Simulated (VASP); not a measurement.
Input of a VASP 6.6.1 run:

Contents of INCAR:

```
SYSTEM = CdMo
ALGO = Normal
EDIFF = 1E-6
ENCUT = 520
GGA = PE
ISIF = 2
ISMEAR = 0
LASPH = .TRUE.
LCHARG = .FALSE.
LREAL = .FALSE.
LWAVE = .FALSE.
NBANDS = 20
NELM = 100
PREC = Accurate
SIGMA = 0.1
```

File KPOINTS:

```
k-points
0
G
  16 16 16
  0 0 0
```

Contents of POSCAR:

```
CdMo
1.0
    3.2833893194      0.0000000000      0.0000000000
    0.0000000000      3.2833893194      0.0000000000
    0.0000000000      0.0000000000      3.2833893194
Cd Mo
1 1
Direct
    0.0000000000      0.0000000000      0.0000000000
    0.5000000000      0.5000000000      0.5000000000
```

Potentials or basis: VASP PAW PBE potentials, release 64 (Cd, Mo_sv).

Command:

```bash
$ cat potpaw_PBE.64/Cd/POTCAR potpaw_PBE.64/Mo_sv/POTCAR > POTCAR
$ mpirun -np 1 vasp_std > vasp.out
```

(1) Estimate the band gap on the k mesh.

(2) Predict the pressure.

## Answers

(1) zero (band 13 reaches 9.28 eV, above the bottom of band 14 at 6.41 eV).

(2) 1.0 GPa.
